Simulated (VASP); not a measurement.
# NaH (Fm-3m) in VASP: notebook, part 3 of 3

VASP 6.6.1.

## (5) Electric field gradients, PBEsol (volume scaled by 1.04)

Input file INCAR:

```
PREC = Accurate ; ENCUT = 520
EDIFF = 1E-8 ; ISMEAR = -1
SIGMA = 0.02 ; LREAL = False
LASPH = True ; NELM = 80
ALGO = Normal ; ISIF = 2
LWAVE = False ; LCHARG = False
GGA = PS ; LEFG = True
NBANDS = 11
```

Input file KPOINTS:

```
Automatic mesh
0
Gamma
  11 11 11
```

Input file POSCAR:

```
NaH
1.0
    0.0000000000      2.4178255516      2.4178255516
    2.4178255516      0.0000000000      2.4178255516
    2.4178255516      2.4178255516      0.0000000000
Na H
1 1
Direct
    0.0000000000      0.0000000000      0.0000000000
    0.5000000000      0.5000000000      0.5000000000
```

Potentials or basis: VASP PAW PBE potentials, release 64 (Na_pv, H).

Launch:

```
$ cat potpaw_PBE.64/Na_pv/POTCAR potpaw_PBE.64/H/POTCAR > POTCAR
$ mpirun -np 1 vasp_std > vasp.out
```

OUTCAR:

```text
PREC = Accurate
   ENCUT = 520
   EDIFF = 1E-8
   ISMEAR = -1
   LREAL = False
   LASPH = True
   NELM = 80
   ISIF = 2
   GGA = PS

 ion  position               nearest neighbor table
   1  0.000  0.000  0.000-
   2  0.500  0.500  0.500-

  LATTYP: Found a face centered cubic cell.
 ALAT       =     4.8356511032

  Lattice vectors:

 A1 = (   0.0000000000,   2.4178255516,   2.4178255516)
 A2 = (   2.4178255516,   0.0000000000,   2.4178255516)
 A3 = (   2.4178255516,   2.4178255516,   0.0000000000)

Analysis of symmetry for initial positions (statically):
=====================================================================
 Subroutine PRICEL returns:
 Original cell was already a primitive cell.

 Routine SETGRP: Setting up the symmetry group for a
 face centered cubic supercell.

 Subroutine GETGRP returns: Found 48 space group operations
[... 9 lines left out ...]

[... 512 lines left out ...]
  energy-cutoff  :      520.00
  volume of cell :       28.27
      direct lattice vectors                 reciprocal lattice vectors
     0.000000000  2.417825552  2.417825552    -0.206797384  0.206797384  0.206797384
     2.417825552  0.000000000  2.417825552     0.206797384 -0.206797384  0.206797384
     2.417825552  2.417825552  0.000000000     0.206797384  0.206797384 -0.206797384

 POSITION                                       TOTAL-FORCE (eV/Angst)
 -----------------------------------------------------------------------------------
      0.00000      0.00000      0.00000        -0.000000     -0.000000     -0.000000
      2.41783      2.41783      2.41783         0.000000      0.000000      0.000000
 -----------------------------------------------------------------------------------
    total drift:                               -0.000000      0.000000      0.000000

  FREE ENERGIE OF THE ION-ELECTRON SYSTEM (eV)
  ---------------------------------------------------
  free  energy   TOTEN  =        -5.0846769758 eV

  energy  without entropy=       -5.0846769758  energy(sigma->0) =       -5.08467698

 Electric field gradients (V/A^2)
---------------------------------------------------------------------
 ion       V_xx      V_yy      V_zz      V_xy      V_xz      V_yz
---------------------------------------------------------------------
   1       0.000     0.000    -0.000     0.000     0.000     0.000
   2      -0.000     0.000    -0.000     0.001     0.001     0.001
---------------------------------------------------------------------

 Electric field gradients after diagonalization (V/A^2)
 (convention: |V_zz| > |V_xx| > |V_yy|)
----------------------------------------------------------------------
 ion       V_xx      V_yy      V_zz     asymmetry (V_yy - V_xx)/ V_zz
----------------------------------------------------------------------
   1      -0.000    -0.000     0.000       0.000
   2      -0.001    -0.001     0.002       0.000
----------------------------------------------------------------------

           NMR quadrupolar parameters

 Cq : quadrupolar parameter    Cq=e*Q*V_zz/h
 eta: asymmetry parameters     (V_yy - V_xx)/ V_zz
 Q  : nuclear electric quadrupole moment in mb (millibarn)
----------------------------------------------------------------------
 ion       Cq(MHz)       eta       Q (mb)
----------------------------------------------------------------------
   1       0.000       0.000       1.000
   2       0.000       0.000       1.000
----------------------------------------------------------------------
```

OSZICAR:

```text
N       E                     dE             d eps       ncg     rms          rms(c)
DAV:   1     0.366779725459E+02    0.36678E+02   -0.44881E+03  1232   0.737E+02
DAV:   2    -0.426331597092E+01   -0.40941E+02   -0.40304E+02  1287   0.193E+02
DAV:   3    -0.545217780528E+01   -0.11889E+01   -0.11872E+01  1494   0.319E+01
DAV:   4    -0.546021371090E+01   -0.80359E-02   -0.80351E-02  1451   0.263E+00
DAV:   5    -0.546028633764E+01   -0.72627E-04   -0.72626E-04  1446   0.257E-01    0.290E+00
DAV:   6    -0.516308648982E+01    0.29720E+00   -0.30070E-01  1516   0.322E+00    0.134E+00
DAV:   7    -0.508220189222E+01    0.80885E-01   -0.27291E-01  1415   0.224E+00    0.327E-01
DAV:   8    -0.508470806346E+01   -0.25062E-02   -0.66598E-03  1385   0.965E-01    0.605E-02
DAV:   9    -0.508468721027E+01    0.20853E-04   -0.68673E-04  1521   0.318E-01    0.186E-02
DAV:  10    -0.508467655818E+01    0.10652E-04   -0.39296E-05  1394   0.414E-02    0.284E-03
DAV:  11    -0.508467717332E+01   -0.61515E-06   -0.11231E-06  1430   0.620E-03    0.210E-03
DAV:  12    -0.508467696685E+01    0.20648E-06   -0.10421E-07  1439   0.217E-03    0.202E-04
DAV:  13    -0.508467697582E+01   -0.89739E-08   -0.46390E-09  1045   0.442E-04
   1 F= -.50846770E+01 E0= -.50846770E+01  d E =-.414761E-13
```

Run time: 16 s. Hardware: 1 thread of AMD EPYC 7R13 (Zen 3), shared host; peak memory 0.13 GiB.

What came out:

| Item | Value |
| --- | --- |
| Free energy | -5.0847 eV |
| Pressure | -0.6 GPa |
| Band gap on the k mesh | 3.76 eV, indirect (least direct gap 4.56 eV) |

Levels at points of the mesh, in eV from the valence-band top:
| k point | band 1 | band 2 | band 3 | band 4 | band 5 | band 6 | band 7 | band 8 |
| --- | --- | --- | --- | --- | --- | --- | --- | --- |
| (0.00, 0.00, 0.00) | -21.96 | -21.96 | -21.96 | -3.68 | 10.44 | 15.42 | 15.42 | 15.42 |

Caveat: without QUAD_EFG the Cq values of the log hold for a quadrupole moment of 1 mb, not for the nuclei; the PAW data sets were made with another functional, which shifts forces and pressure a little.

## (6) Summary

| cell | gap on the mesh (eV) | pressure (GPa) |
| --- | --- | --- |
| a = 3.329 Å, angles 60.0°, 2 atoms | 3.90 | 1.4 |
| a = 3.352 Å, angles 60.0°, 2 atoms | 3.87 | 0.8 |
| a = 3.397 Å, angles 60.0°, 2 atoms | 3.80 | -0.2 |
| a = 3.419 Å, angles 60.0°, 2 atoms | 3.76 | -0.6 |

Alike in all rows: task electric field gradients; level PBEsol; potentials or basis VASP PAW PBE potentials, release 64 (Na_pv, H); no spin polarisation; k mesh 11 × 11 × 11; cutoff (eV) 520; smearing fermi-dirac 0.02 eV.

Caveats: the PAW data sets were made with another functional, which shifts forces and pressure a little.

Absolute energies hang on the potentials; compare differences alone.
